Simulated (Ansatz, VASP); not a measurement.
# Two plane-wave programs on Be

INCAR

```
SYSTEM = Be
PREC = Accurate
ENCUT = 520
EDIFF = 1E-7
ISMEAR = 0
SIGMA = 0.1
LREAL = .False.
LASPH = .True.
NELM = 80
ALGO = Normal
ISIF = 2
LWAVE = .False.
LCHARG = .False.
GGA = CA
NBANDS = 12
```

The input KPOINTS:

```
Automatic mesh
0
Gamma
  12 7 8
  0 0 0
```

Contents of POSCAR:

```
Be
1.0
    2.1680000000      0.0000000000      0.0000000000
    0.0000000000      3.7550000000      0.0000000000
    0.0000000000      0.0000000000      3.4160000000
Be
4
Direct
    0.6700000000      0.8200000000      0.7000000000
    0.3300000000      0.1800000000      0.7000000000
    0.1700000000      0.6800000000      0.3000000000
    0.8300000000      0.3200000000      0.3000000000
```

Input for Ansatz:

```yaml
crystal:
  lattice:
    - [2.168, 0.0, 0.0]
    - [0.0, 3.755, 0.0]
    - [0.0, 0.0, 3.416]
  atoms:
    - { symbol: Be, position: [0.67, 0.8200000000000001, 0.7000000000000001] }
    - { symbol: Be, position: [0.33, 0.18, 0.7000000000000001] }
    - { symbol: Be, position: [0.17, 0.6799999999999999, 0.3] }
    - { symbol: Be, position: [0.83, 0.32, 0.3] }
kpoints:
  mp_grid:
    grid: [12, 7, 8]
hamiltonian:
  xc: lda
  pseudopotentials:
    kind: paw
scf:
  occupations:
    method: gaussian
    width: 0.1
output:
  forces: true
  stress: true
  eigenvalues: true
```

Alike in both runs: task single point; functional LDA; k mesh 12 × 7 × 8; occupations gaussian, width 0.1 eV; no spin polarisation.

```csv
,VASP,Ansatz
version,VASP 6.6.1,Ansatz 0.2.0
potentials or method,"VASP PAW LDA potentials, release 64 (Be)","plane waves, PAW"
plane-wave cutoff (eV),520,420
valence electrons in the cell,8,8
```

```tsv
	VASP	Ansatz	Ansatz less VASP
gap on the k mesh at the Fermi level (eV)	none	none	-
rms of the force components (eV/Å)	4.289	4.263	-0.0256
```

LDA's correlation is that of Perdew and Zunger in VASP and of Perdew and Wang (1992) in Ansatz. Atom by atom the forces differ by 0.026 eV/Å (rms over components). A gap of «none» marks a metal or a gap that the smearing closes.
